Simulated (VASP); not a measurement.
A run of VASP 6.6.1 is set up as follows.

The input INCAR:

```
SYSTEM = YN
  ALGO = Normal
  EDIFF = 1E-6
  ENCUT = 600
  GGA = PE
  GGA_COMPAT = .False.
  ISIF = 2
  ISMEAR = 0
  LASPH = .True.
  LCHARG = .False.
  LREAL = .False.
  LWAVE = .False.
  NBANDS = 15
  NELM = 120
  PREC = Accurate
  SIGMA = 0.01
```

Contents of KPOINTS:

```
k-points
0
Gamma
  6 6 6
  0 0 0
```

File POSCAR:

```
YN
1.0
    0.0000000000      2.4881872135      2.4881872135
    2.4881872135      0.0000000000      2.4881872135
    2.4881872135      2.4881872135      0.0000000000
Y N
1 1
Direct
    0.0000000000      0.0000000000      0.0000000000
    0.5000000000      0.5000000000      0.5000000000
```

Potentials or basis: VASP PAW PBE potentials, release 64 (Y_sv, N).

The run is started by

```bash
$ cat potpaw_PBE.64/Y_sv/POTCAR potpaw_PBE.64/N/POTCAR > POTCAR
$ mpirun -np 1 vasp_std > vasp.out
```

Question: Estimate the band gap on the k mesh.

Answer: 0.26 eV, indirect (least direct gap 0.69 eV).

Question: Estimate the pressure.

Answer: -6.3 GPa.

 A k mesh can miss the band edges.
